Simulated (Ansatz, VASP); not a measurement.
**Two plane-wave programs on Cr3PtC**

```
Pt C Cr
1.0
     3.85204    0.00000    0.00000
     0.00000    3.85204    0.00000
     0.00000    0.00000    3.85204
Pt C Cr
1 1 3
Direct
  0.00000 0.00000 0.00000
  0.50000 0.50000 0.50000
  0.50000 0.50000 0.00000
  0.50000 0.00000 0.50000
  0.00000 0.50000 0.50000
```

Alike in both runs: functional PBE; k mesh 10 × 10 × 10; occupations gaussian, width 0.1 eV; no spin polarisation.

Ansatz relaxed the structure, and its values are those at the end. VASP's run is a single point on that final structure, the one shown.

|  | VASP | Ansatz |
| --- | --- | --- |
| version | VASP 6.6.1 | Ansatz 0.2.0 |
| potentials or method | VASP PAW PBE potentials, release 64 (Pt, C, Cr_pv), cutoff 520 eV | scalar-relativistic, plane waves, PAW |
| valence electrons in the cell | 50 | 64 |

Ansatz gave:

| Property | Result |
| --- | --- |
| gap on the k mesh at the Fermi level (eV) | none |
| pressure (GPa) | 0.0 |

Question: Which values does VASP return?

Answer: gap on the k mesh at the Fermi level (eV): none; pressure (GPa): -0.1.

A gap of «none» marks a metal or a gap that the smearing closes. VASP's potentials hold 50 valence electrons a cell and Ansatz's 64, so a difference there can come from the potentials and not from the codes.

Spin-orbit coupling is off throughout.
